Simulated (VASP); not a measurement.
Here is a VASP 6.6.1 calculation.

The input INCAR:

```
PREC = Accurate
ENCUT = 520
EDIFF = 1E-7
ISMEAR = -1
SIGMA = 0.05
LREAL = F
LASPH = T
NELM = 80
ALGO = Normal
ISIF = 2
LWAVE = F
LCHARG = F
GGA = PS
NBANDS = 12
```

File KPOINTS:

```
Automatic mesh
0
Gamma
  14 14 14
```

The input POSCAR:

```
In
1.0
    3.0122200346      0.0000000000      0.0000000000
    0.0000000000      3.0122200346      0.0000000000
    0.0000000000      0.0000000000      3.0122200346
In
1
Direct
    0.0000000000      0.0000000000      0.0000000000
```

Potentials or basis: VASP PAW PBE potentials, release 64 (In_d).

The run is started by

```bash
$ cat potpaw_PBE.64/In_d/POTCAR > POTCAR
$ mpirun -np 1 vasp_std > vasp.out
```

Question: Estimate the pressure.

Answer: 0.0 GPa.

Caveat: the PAW data sets were made with another functional, which shifts forces and pressure a little.
